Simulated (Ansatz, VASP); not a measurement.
**NaCl: VASP beside Ansatz**

Contents of POSCAR:

```
NaCl
1.0
    3.8922715004      0.0000000000      0.0000000000
   -1.9461357502      3.3708059977      0.0000000000
    0.0000000000      0.0000000000      6.7368164122
Na Cl
2 2
Direct
    0.0000000000      0.0000000000      0.0000000000
    0.0000000000      0.0000000000      0.5000000000
    0.3333333333      0.6666666667      0.2500000000
    0.6666666667      0.3333333333      0.7500000000
```

File INCAR.step1:

```
SYSTEM = NaCl
PREC = Accurate
ENCUT = 520
EDIFF = 1E-5
ISMEAR = 0
SIGMA = 0.01
LREAL = .False.
LASPH = .True.
NELM = 100
ALGO = Normal
ISIF = 2
LWAVE = .True.
NBANDS = 22
GGA = PE
```

File INCAR.step2:

```
SYSTEM = NaCl
PREC = Accurate
ENCUT = 520
EDIFF = 1E-7
ISMEAR = 0
SIGMA = 0.01
LREAL = .False.
LASPH = .True.
NELM = 100
ALGO = Normal
ISIF = 2
LWAVE = .False.
LCHARG = .True.
GGA = PE
LHFCALC = .True.
AEXX = 0.35
HFSCREEN = 0.3
PRECFOCK = Normal
LELF = .True.
LVHAR = .True.
NBANDS = 22
ISTART = 1
```

File KPOINTS:

```
regular mesh
0
Gamma
  6 6 2
  0 0 0
```

Input for Ansatz:

```yaml
crystal:
  lattice:
    - [3.8922715004, 0.0, 0.0]
    - [-1.9461357502, 3.3708059977, 0.0]
    - [0.0, 0.0, 6.7368164122]
  atoms:
    - { symbol: Na, position: [0.0, 0.0, 0.0] }
    - { symbol: Na, position: [0.0, 0.0, 0.5] }
    - { symbol: Cl, position: [0.3333333333, 0.6666666667, 0.25] }
    - { symbol: Cl, position: [0.6666666667, 0.3333333333, 0.75] }
kpoints:
  mp_grid: { grid: [6, 6, 2] }
hamiltonian:
  xc: { exchange: pbe, correlation: pbe, exx: { coeff: 0.35, omega: 0.3 } }
scf:
  occupations: { method: fixed }
  n_extra_bands: 5
output:
  forces: true
  stress: true
  eigenvalues: true
```

Alike in both runs: task single point; functional PBE-based screened hybrid with a share of 0.35 of exact exchange and HFSCREEN = 0.3; k mesh 6 × 6 × 2; no spin polarisation.

```csv
,VASP,Ansatz
version,VASP 6.6.1,Ansatz 0.2.0
potentials or method,"VASP PAW PBE potentials, release 64 (Na_pv, Cl)",plane waves
plane-wave cutoff (eV),520,420
occupations,"gaussian, width 0.01 eV",fixed
valence electrons in the cell,28,32
```

|  | VASP | Ansatz | Ansatz less VASP |
| --- | --- | --- | --- |
| gap on the k mesh at the Fermi level (eV) | 6.65 | 6.67 | +0.012 |
| pressure (GPa) | 0.5 | 0.5 | -0.05 |

VASP's potentials were made for PBE, not for PBE-based screened hybrid. VASP's potentials hold 28 valence electrons a cell and Ansatz's 32, so a difference there can come from the potentials and not from the codes. Ansatz's warnings: stress exchange threshold loose, stress scf threshold loose.

The k mesh is coarse, so the values compare programs but aren't converged.
